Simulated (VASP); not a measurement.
A run of VASP 6.6.1 is set up as follows.

The input INCAR:

```
ALGO     = Normal         # electronic algorithm
EDIFF    = 1E-6           # SCF threshold, eV
ENCUT    = 520            # plane-wave cutoff, eV
GGA      = PE             # functional
ISIF     = 2              # what is computed and relaxed
ISMEAR   = -1             # smearing method
LASPH    = T              # aspherical terms in the spheres
LCHARG   = F              # write CHGCAR
LREAL    = F              # projectors in reciprocal space
LWAVE    = F              # write WAVECAR
NBANDS   = 16             # bands
NELM     = 80             # most SCF steps
PREC     = Accurate       # precision mode
SIGMA    = 0.15           # smearing width, eV
```

The input KPOINTS:

```
k-points
0
Gamma
  12 12 12
```

Contents of POSCAR:

```
InP
1.0
    3.3776000000      0.0000000000      0.0000000000
    0.0000000000      3.3776000000      0.0000000000
    0.0000000000      0.0000000000      3.3776000000
In P
1 1
Direct
    0.0000000000      0.0000000000      0.0000000000
    0.5000000000      0.5000000000      0.5000000000
```

Potentials or basis: VASP PAW PBE potentials, release 64 (In_d, P).

Run with:

```console
$ cat potpaw_PBE.64/In_d/POTCAR potpaw_PBE.64/P/POTCAR > POTCAR
$ mpirun -np 1 vasp_std > vasp.out
```

(1) Estimate the pressure.

(2) Predict the band gap on the k mesh.

## Answers

(1) 4.7 GPa.

(2) zero (bands 9 and 10 overlap by 2.62 eV).

Caveat: the cell stands under pressure; spin-orbit coupling is left out, which moves the levels of the heavy elements.
